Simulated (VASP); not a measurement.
# SnO in VASP: further runs

The runs below take SnO through single point, with PBE+D3(BJ).

Everything below comes from runs of VASP 6.6.1. Logs are shortened: lines on timing, memory, paths and dates and some standing lists are left out, and cuts for length are marked.

### 1 The cell of the first run

The cell holds a slab with vacuum, 8 atoms: a = 3.821 Å, b = 3.821 Å, c = 22.228 Å, α = 90.00°, β = 90.00°, γ = 90.00°.

### 2 Single point, PBE+D3(BJ) (layers slid over each other)

INCAR

```
ALGO = Normal
DIPOL = 0.5 0.5 0.401
EDIFF = 1E-6
ENCUT = 520
GGA = PE
IDIPOL = 3
ISIF = 2
ISMEAR = 0
IVDW = 12
LASPH = T
LCHARG = F
LDIPOL = T
LREAL = F
LWAVE = F
NBANDS = 50
NELM = 60
PREC = Accurate
SIGMA = 0.05
```

KPOINTS

```
k-points
0
Gamma
  7 7 1
```

POSCAR

```
SnO
1.0
    3.8206509079      0.0000053603      0.0000000000
   -0.0000052472      3.8206509079      0.0000000000
    0.0000000000      0.0000000000     22.2280089981
Sn O
4 4
Direct
    0.9998502662      0.9998502662      0.2024472817
    0.4998491692      0.4998491692      0.3087997895
    0.7498491692      0.9998491692      0.4932517573
    1.2498502662      1.4998502662      0.5996042650
    0.9998512723      0.4998508145      0.2556235141
    0.4998508145      0.9998512723      0.2556235141
    0.7498481630      1.4998486208      0.5464279896
    1.2498486208      0.9998481630      0.5464279896
```

Potentials or basis: VASP PAW PBE potentials, release 64 (Sn_d, O).

Command:

```console
$ cat potpaw_PBE.64/Sn_d/POTCAR potpaw_PBE.64/O/POTCAR > POTCAR
$ mpirun -np 1 vasp_std > vasp.out
```

OUTCAR:

```text
EDIFF = 1E-6
   ENCUT = 520
   GGA = PE
   ISIF = 2
   ISMEAR = 0
   IVDW = 12
   LASPH = T
   LREAL = F
   NELM = 60
   PREC = Accurate
 IVDW          = 12

 ion  position               nearest neighbor table
   1  1.000  1.000  0.202-   5 2.25   6 2.25   5 2.25   6 2.25   2 3.59   2 3.59   2 3.59   2 3.59

   2  0.500  0.500  0.309-   6 2.25   5 2.25   6 2.25   5 2.25   1 3.59   1 3.59   1 3.59   1 3.59

   3  0.750  1.000  0.493-   7 2.25   8 2.25   7 2.25   8 2.25   4 3.59   4 3.59   4 3.59   4 3.59

   4  0.250  0.500  0.600-   8 2.25   7 2.25   8 2.25   7 2.25   3 3.59   3 3.59   3 3.59   3 3.59

   5  1.000  0.500  0.256-   2 2.25   1 2.25   1 2.25   2 2.25
   6  0.500  1.000  0.256-   2 2.25   1 2.25   1 2.25   2 2.25
   7  0.750  0.500  0.546-   4 2.25   3 2.25   3 2.25   4 2.25
   8  0.250  1.000  0.546-   4 2.25   3 2.25   3 2.25   4 2.25

  LATTYP: Found a simple tetragonal cell.
 ALAT       =     3.8206509079
 C/A-ratio  =     5.8178591905

  Lattice vectors:

 A1 = (   3.8206509079,   0.0000053603,   0.0000000000)
 A2 = (  -0.0000052472,   3.8206509079,   0.0000000000)
 A3 = (   0.0000000000,   0.0000000000,  22.2280089981)

Analysis of symmetry for initial positions (statically):
=====================================================================
 Subroutine PRICEL returns:
 Original cell was already a primitive cell.

 Routine SETGRP: Setting up the symmetry group for a
 simple tetragonal supercell.

 Subroutine GETGRP returns: Found  4 space group operations
 (whereof  1 operations were pure point group operations)
 out of a pool of 16 trial point group operations.

The static configuration has the point symmetry C_1 .
 The point group associated with its full space group is C_2h.

Analysis of symmetry for dynamics (positions and initial velocities):
=====================================================================
 Subroutine PRICEL returns:
 Original cell was already a primitive cell.

 Routine SETGRP: Setting up the symmetry group for a
 simple tetragonal supercell.

 Subroutine GETGRP returns: Found  4 space group operations
 (whereof  1 operations were pure point group operations)
 out of a pool of 16 trial point group operations.

The dynamic configuration has the point symmetry C_1 .
 The point group associated with its full space group is C_2h.

 Subroutine INISYM returns: Found  4 space group operations
 (whereof  1 operations are pure point group operations),
 and found     1 'primitive' translations

----------------------------------------------------------------------------------------

                                     Primitive cell

  volume of cell :     324.4705

  direct lattice vectors                    reciprocal lattice vectors
     3.820650908  0.000005360  0.000000000     0.261735506  0.000000359  0.000000000
    -0.000005247  3.820650908  0.000000000    -0.000000367  0.261735506  0.000000000
     0.000000000  0.000000000 22.228008998     0.000000000  0.000000000  0.044988285

  length of vectors
     3.820650908  3.820650908 22.228008998     0.261735506  0.261735506  0.044988285

  position of ions in fractional coordinates (direct lattice)
     0.999850266  0.999850266  0.202447282
     0.499849169  0.499849169  0.308799790
     0.749849169  0.999849169  0.493251757
     0.249850266  0.499850266  0.599604265
     0.999851272  0.499850815  0.255623514
     0.499850815  0.999851272  0.255623514
     0.749848163  0.499848621  0.546427990
     0.249848621  0.999848163  0.546427990

  ion indices of the primitive-cell ions
   primitive index   ion index
                 1           1
                 2           2
                 3           3
                 4           4
                 5           5
                 6           6
                 7           7
                 8           8

----------------------------------------------------------------------------------------

 KPOINTS: k-points

Automatic generation of k-mesh.
 Grid dimensions read from file:
 generate k-points for:    7    7    1

 Generating k-lattice:

  Cartesian coordinates                     Fractional coordinates (reciprocal lattice)
     0.037390787  0.000000051  0.000000000     0.142857143  0.000000000  0.000000000
    -0.000000052  0.037390787  0.000000000     0.000000000  0.142857143  0.000000000
     0.000000000  0.000000000  0.044988285     0.000000000  0.000000000  1.000000000

  Length of vectors
     0.037390787  0.037390787  0.044988285

  Shift w.r.t. Gamma in fractional coordinates (k-lattice)
     0.000000000  0.000000000  0.000000000

 Subroutine IBZKPT returns following result:
 ===========================================

 Found     16 irreducible k-points:

 Following reciprocal coordinates:
            Coordinates               Weight
  0.000000  0.000000  0.000000      1.000000
  0.142857  0.000000  0.000000      2.000000
 -0.000000  0.142857  0.000000      2.000000
  0.285714  0.000000  0.000000      2.000000
 -0.000000  0.285714  0.000000      2.000000
  0.428571  0.000000  0.000000      2.000000
[... 8 lines left out ...]
 -0.285714  0.428571  0.000000      4.000000
  0.428571  0.428571  0.000000      4.000000
   k-points           NKPTS =     16   k-points in BZ     NKDIM =     16   number of bands    NBANDS=     50
   number of dos      NEDOS =    301   number of ions     NIONS =      8
   total plane-waves  NPLWV = 131712
   dimension x,y,z NGX =    28 NGY =   28 NGZ =  168
   dimension x,y,z NGXF=    56 NGYF=   56 NGZF=  336
   ions per type =               4   4
   NGX,Y,Z   is equivalent  to a cutoff of  12.18, 12.18, 12.56 a.u.
   NGXF,Y,Z  is equivalent  to a cutoff of  24.37, 24.37, 25.13 a.u.
 SYSTEM =  unknown system
   PREC   = accura    normal or accurate (medium, high low for compatibility)
   ISTART =      0    job   : 0-new  1-cont  2-samecut
   ICHARG =      2    charge: 1-file 2-atom 10-const
   ISPIN  =      1    spin polarized calculation?
   LNONCOLLINEAR =      F non collinear calculations
   LSORBIT =      F    spin-orbit coupling
   LASPH  =      T    aspherical Exc in radial PAW
   ENCUT  =  520.0 eV  38.22 Ry    6.18 a.u.   7.10  7.10 41.33*2*pi/ulx,y,z
   NELM   =     60;   NELMIN=  2; NELMDL= -5     # of ELM steps
   EDIFF  = 0.1E-05   stopping-criterion for ELM
   LREAL  =      F    real-space projection
[... 7 lines left out ...]
   TEBEG  =    0.0;   TEEND  =   0.0 temperature during run
   PSTRESS=    0.0 pullay stress
   NELECT =      80.0000    total number of electrons
   NUPDOWN=      -1.0000    fix difference up-down
   EMIN   =  10.00;   EMAX   =-10.00  energy-range for DOS
   EFERMI =   0.00;   METHOD = LEGACY
   ISMEAR =     0;   SIGMA  =   0.05  broadening in eV -4-tet -1-fermi 0-gaus
   EFERMI_NEDOS =   21; number of points for ismear=-14 and -15
   IALGO  =     38    algorithm
   IMIX   =      4    mixing-type and parameters
     AMIX     =   0.40;   BMIX     =  1.00
     AMIX_MAG =   1.60;   BMIX_MAG =  1.00
  volume/ion in A,a.u.               =      40.56       273.70
  Fermi-wavevector in a.u.,A,eV,Ry     =   1.026549  1.939897 14.337861  1.053803
  Thomas-Fermi vector in A             =   2.160448
   LORBIT       =      0    0 simple, 1 ext, 2 COOP (PROOUT), +10 PAW based schemes
   GGA     = PE    functional components
   LHFCALC =     F    Hartree Fock is set to
   AEXX    =    0.0000 exact exchange contribution
   IVDW    =    12    specifies the selected vdW correction
   LEPSILON=     F    determine dielectric tensor
   LRPA    =     F    only Hartree local field effects (RPA)
 non-spin polarized calculation
 Gauss-broadening in eV      SIGMA  =   0.05
  energy-cutoff  :      520.00
  volume of cell :      324.47
 maximum number of plane-waves:      8769
   NGX = 15   NGY = 15   NGZ = 83

 dipolmoment           0.000000      0.000000     -0.000003 electrons x Angstroem

 number of electron      79.9999971 magnetization

 dipolmoment           0.000000      0.000000      0.000006 electrons x Angstroem

 Free energy of the ion-electron system (eV)
  ---------------------------------------------------
  ext. energy  EPLUGINS =         0.00000000
  ---------------------------------------------------
  free energy    TOTEN  =       -45.18806552 eV

  energy without entropy =      -45.18806552  energy(sigma->0) =      -45.18806552

 E-fermi :   0.0623     XC(G=0):  -5.3136

 val. band max:       -0.2029535215   @ k =   0.1429   0.0000   0.0000
 cond. band min:       2.3320686185   @ k =   0.0000   0.0000   0.0000
 fundamental gap:      2.5350221401
 Fermi energy:         0.0623400275

 k-point     1 :       0.0000    0.0000    0.0000
  band No.  band energies     occupation
      1     -21.0599      2.00000
      2     -21.0599      2.00000
      3     -20.7007      2.00000
      4     -20.7006      2.00000
      5     -20.6627      2.00000
      6     -20.6627      2.00000
[... 42 lines left out ...]
     49       5.1738      0.00000
     50       5.2399      0.00000

 k-point     2 :       0.1429    0.0000    0.0000
  band No.  band energies     occupation
      1     -21.0510      2.00000
      2     -21.0509      2.00000
      3     -20.7013      2.00000
      4     -20.7011      2.00000
      5     -20.6645      2.00000
      6     -20.6639      2.00000
[... 42 lines left out ...]
     49       5.4156      0.00000
     50       5.4553      0.00000

 k-point     3 :      -0.0000    0.1429    0.0000
  band No.  band energies     occupation
      1     -21.0510      2.00000
      2     -21.0509      2.00000
      3     -20.7013      2.00000
      4     -20.7012      2.00000
      5     -20.6645      2.00000
      6     -20.6644      2.00000
[... 678 lines left out ...]
     49       5.8321      0.00000
     50       6.1188      0.00000

 k-point    16 :       0.4286    0.4286    0.0000
  band No.  band energies     occupation
      1     -21.0008      2.00000
      2     -21.0004      2.00000
      3     -20.9868      2.00000
      4     -20.9864      2.00000
      5     -20.6674      2.00000
      6     -20.6673      2.00000
[... 42 lines left out ...]
     49       6.0211      0.00000
     50       6.3224      0.00000

------------------------ aborting loop because EDIFF is reached ----------------------------------------

 vacuum level on the upper side and lower side of the slab       (xc-potential included)        -0.155        -0.153

 Edisp (eV)   -1.24698

 E8    (eV) :    -0.5517

  FORCE on cell =-STRESS in cart. coord.  units (eV):
  Direction    XX          YY          ZZ          XY          YZ          ZX
  --------------------------------------------------------------------------------------
  -------------------------------------------------------------------------------------
  Total       0.09652     0.13946    -0.34162    -0.00000     0.00000     0.15455
  in kB       0.47661     0.68861    -1.68684    -0.00000     0.00000     0.76314
  external pressure =       -0.17 kB  Pullay stress =        0.00 kB

 VOLUME and BASIS-vectors are now :
 -----------------------------------------------------------------------------
  energy-cutoff  :      520.00
  volume of cell :      324.47
      direct lattice vectors                 reciprocal lattice vectors
     3.820650908  0.000005360  0.000000000     0.261735506  0.000000359  0.000000000
    -0.000005247  3.820650908  0.000000000    -0.000000367  0.261735506  0.000000000
     0.000000000  0.000000000 22.228008998     0.000000000  0.000000000  0.044988285

 POSITION                                       TOTAL-FORCE (eV/Angst)
 -----------------------------------------------------------------------------------
      3.82007      3.82008      4.50000        -0.003072     -0.000000     -0.066713
      1.90975      1.90975      6.86400        -0.011775     -0.000000      0.152897
      2.86491      3.82008     10.96400         0.011775      0.000000     -0.152897
      0.95459      1.90975     13.32801         0.003072      0.000000      0.066713
      3.82008      1.90976      5.68200        -0.018381     -0.000000      0.011796
      1.90975      3.82009      5.68200         0.006216      0.000000      0.011246
      2.86491      1.90975     12.14601        -0.006216     -0.000000     -0.011246
      0.95458      3.82007     12.14601         0.018381      0.000000     -0.011796
 -----------------------------------------------------------------------------------
    total drift:                                0.013492      0.013474      0.003372

  FREE ENERGIE OF THE ION-ELECTRON SYSTEM (eV)
  ---------------------------------------------------
  free  energy   TOTEN  =       -46.4350502017 eV

  energy  without entropy=      -46.4350502017  energy(sigma->0) =      -46.43505020

 vacuum level on the upper side and lower side of the slab         4.787         4.791
```

Run time: 5.4 min. Hardware: 1 thread of Intel Xeon 6975P-C (Granite Rapids), shared host; peak memory 0.43 GiB.

What came out:

* Free energy: -46.4351 eV
* Largest force: 0.153 eV/Å
* Band gap on the k mesh: 2.54 eV (least direct gap 2.56 eV)
* Dispersion energy per atom: -0.156 eV

Forces on the atoms (eV/Å):
```
Sn  -0.003  0.000 -0.067
Sn  -0.012  0.000  0.153
Sn   0.012  0.000 -0.153
Sn   0.003  0.000  0.067
O   -0.018  0.000  0.012
O    0.006  0.000  0.011
O   -0.006  0.000 -0.011
O    0.018  0.000 -0.012
```

Levels at points of the mesh, in eV from the valence-band top:
| k point | band 36 | band 37 | band 38 | band 39 | band 40 | band 41 | band 42 | band 43 | band 44 | band 45 |
| --- | --- | --- | --- | --- | --- | --- | --- | --- | --- | --- |
| (0.00, 0.00, 0.00) | -1.95 | -1.95 | -1.95 | -0.61 | -0.02 | 2.54 | 2.86 | 2.87 | 3.83 | 4.88 |

Caveat: the cell differs from its parent crystal (layers slid over each other); spin-orbit coupling is left out, which moves the levels of the heavy elements.

### 3 Single point, PBE+D3(BJ) (layers slid over each other)

INCAR

```
PREC = Accurate
ENCUT = 520
EDIFF = 1E-6
ISMEAR = 0
SIGMA = 0.05
LREAL = False
LASPH = True
NELM = 60
ALGO = Normal
ISIF = 2
LWAVE = False
LCHARG = False
LDIPOL = True
IDIPOL = 3
DIPOL = 0.5 0.5 0.401
GGA = PE
IVDW = 12
NBANDS = 50
```

KPOINTS

```
Automatic mesh
0
Gamma
  7 7 1
```

POSCAR

```
SnO
1.0
    3.8206509079      0.0000053603      0.0000000000
   -0.0000052472      3.8206509079      0.0000000000
    0.0000000000      0.0000000000     22.2280089981
Sn O
4 4
Direct
    0.9998502662      0.9998502662      0.2024472817
    0.4998491692      0.4998491692      0.3087997895
    0.8748491692      0.9998491692      0.4932517573
    1.3748502662      1.4998502662      0.5996042650
    0.9998512723      0.4998508145      0.2556235141
    0.4998508145      0.9998512723      0.2556235141
    0.8748481630      1.4998486208      0.5464279896
    1.3748486208      0.9998481630      0.5464279896
```

Potentials or basis: VASP PAW PBE potentials, release 64 (Sn_d, O).

Command:

```console
$ cat potpaw_PBE.64/Sn_d/POTCAR potpaw_PBE.64/O/POTCAR > POTCAR
$ mpirun -np 1 vasp_std > vasp.out
```

Run time: 4.9 min. Hardware: 1 thread of Intel Xeon Platinum 8488C (Sapphire Rapids), shared host; peak memory 0.44 GiB.

It converged, with:

* Free energy: -46.4464 eV
* Largest force: 0.173 eV/Å
* Band gap on the k mesh: 2.55 eV (least direct gap 2.57 eV)
* Dispersion energy per atom: -0.156 eV

Forces in eV/Å, atoms in the order of the input:
```
Sn  -0.002  0.000 -0.065
Sn  -0.008  0.000  0.173
Sn   0.008  0.000 -0.173
Sn   0.002  0.000  0.065
O   -0.012  0.000  0.014
O    0.004  0.000  0.013
O   -0.004  0.000 -0.013
O    0.012  0.000 -0.014
```

Levels at points of the mesh, in eV from the valence-band top:
```csv
k point,band 38,band 39,band 40,band 41,band 42,band 43
"(0.00, 0.00, 0.00)",-1.93,-0.59,-0.02,2.55,2.87,2.88
```

Caveat: the cell differs from its parent crystal (layers slid over each other); spin-orbit coupling is left out, which moves the levels of the heavy elements.
